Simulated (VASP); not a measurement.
**SrCl2: single point with r2SCAN**

The system is SrCl2.

```xyz
3
Lattice="0.0979 3.4855 3.4855 3.5834 0.0000 3.5834 3.4855 3.4855 0.0979" Properties=species:S:1:pos:R:3 pbc="T T T"
Sr    0.0000    0.0000    0.0000
Cl    1.7917    1.7428    1.7917
Cl    5.3752    5.2283    5.3752
```

This cell differs from its parent crystal: strain +0.0562 x Voigt [0, 0, 0, 0, 1, 0].

```json
{
 "Program": "VASP 6.6.1",
 "Task": "single point",
 "Functional": "r2SCAN",
 "Potentials or basis": "VASP PAW PBE potentials, release 64 (Sr_sv, Cl)",
 "Cutoff": "520 eV",
 "k mesh": "6 × 6 × 6",
 "Occupations": "gaussian, width 0.05 eV",
 "Spin": "no spin polarisation"
}
```

```json
{
  "Pressure": "0.6 GPa",
  "Largest force": "0.158 eV/Å",
  "Band gap on the k mesh": "5.98 eV (least direct gap 6.00 eV)"
}
```

Forces on the atoms (eV/Å):
```
Sr   0.000  0.000  0.000
Cl   0.000 -0.158  0.000
Cl   0.000  0.158  0.000
```

Stress tensor (GPa, compression positive):
```
 0.58  0.00 -0.94
 0.00  0.61  0.00
-0.94  0.00  0.58
```

Levels at points of the mesh, in eV from the valence-band top:
```
           k point  band 9  band 10  band 11  band 12  band 13  band 14  band 15  band 16
(0.00, 0.00, 0.00)   -2.13    -0.38    -0.35    -0.31     5.98     6.69     6.71     9.32
(0.50, 0.00, 0.00)   -1.51    -1.34    -1.10    -1.06     7.25     7.44     8.26     8.34
(0.00, 0.50, 0.00)   -1.45    -1.35    -1.07    -1.03     7.19     7.36     8.18     8.24
(0.50, 0.50, 0.00)   -1.92    -0.41    -0.41     0.00     6.00     7.75     8.24     8.71
(0.50, 0.00, 0.50)   -1.83    -0.53    -0.27     0.00     6.00     7.79     8.24     8.55
```

Wall time 5.3 min on 1 thread of Intel Xeon 8259CL (shared host), peak memory 0.29 GiB.

Caveat: the cell differs from its parent crystal (strain +0.0562 x Voigt [0, 0, 0, 0, 1, 0]); the PAW data sets were made with another functional, which shifts forces and pressure a little. A k mesh can miss the band edges.
